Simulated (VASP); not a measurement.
Sr, 2 atoms in the cell. It takes space group P6_3/mmc (No. 194, hexagonal). Conventional cell: a = 4.300 Å, b = 4.300 Å, c = 7.022 Å, α = 90.00°, β = 90.00°, γ = 120.00°. Sr (site symmetry -6m2) has 12 Sr at 4.30 Å within 5.6 Å. This isn't the form of Sr at room conditions, which is fcc.

```yaml
Program: VASP 6.6.1
Task: relaxation of cell and atoms
Functional: PBEsol
Potentials_or_basis: VASP PAW PBE potentials, release 64 (Sr_sv)
Cutoff: 600 eV
k_mesh: 6 × 6 × 3
Occupations: methfessel-paxton, width 0.05 eV
Spin: no spin polarisation
Target_pressure: 20 GPa
Dipole_correction: no
Further_INCAR_settings: ALGO = Normal; EDIFF = 1e-06; IBRION = 2; EDIFFG = -0.03; NSW = 80; ISIF = 3
```

Potentials or basis: VASP PAW PBE potentials, release 64 (Sr_sv).

Run with:

```bash
$ cat potpaw_PBE.64/Sr_sv/POTCAR > POTCAR
$ mpirun -np 1 vasp_std > vasp.out
```

Hardware: 1 thread of Intel(R) Xeon(R) Platinum 8488C (Sapphire Rapids) (shared host).

Problem. Estimate the wall time of this run.

Solution. Wall time 110 s on 1 thread of Intel(R) Xeon(R) Platinum 8488C (Sapphire Rapids), with other jobs on the host, peak memory 0.28 GiB. Counts: scf iterations 70, k points 14, ion steps 7.
